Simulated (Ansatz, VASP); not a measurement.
GeSb3O2: VASP beside Ansatz

```
Ge Sb O
1.0
     5.30717    0.00000    0.00000
    -2.65358    4.59614    0.00000
     0.00000    0.00000    5.00296
Ge Sb O
1 3 2
Direct
  0.00000 0.00000 0.00000
  0.50000 0.00000 0.50000
  0.00000 0.50000 0.50000
  0.50000 0.50000 0.50000
  0.00000 0.00000 0.37692
  0.00000 0.00000 0.62308
```

Alike in both runs: task single point; functional PBE; k mesh 6 × 6 × 4; occupations gaussian, width 0.1 eV; no spin polarisation.

|  | VASP | Ansatz |
| --- | --- | --- |
| version | VASP 6.6.1 | Ansatz 0.2.0 |
| potentials or method | VASP PAW PBE potentials, release 64 (Ge_d, Sb_d_GW, O), cutoff 600 eV | scalar-relativistic, plane waves, PAW |
| valence electrons in the cell | 71 | 71 |

```csv
,VASP,Ansatz,Ansatz less VASP
gap on the k mesh at the Fermi level (eV),none,none,-
rms of the force components (eV/Å),2.184,1.887,-0.2963
```

Atom by atom the forces differ by 0.296 eV/Å (rms over components). A gap of «none» marks a metal or a gap that the smearing closes.

Neither program's run includes spin-orbit coupling. Noted on VASP's run: the standard files for N, O and F lose accuracy on very short bonds.
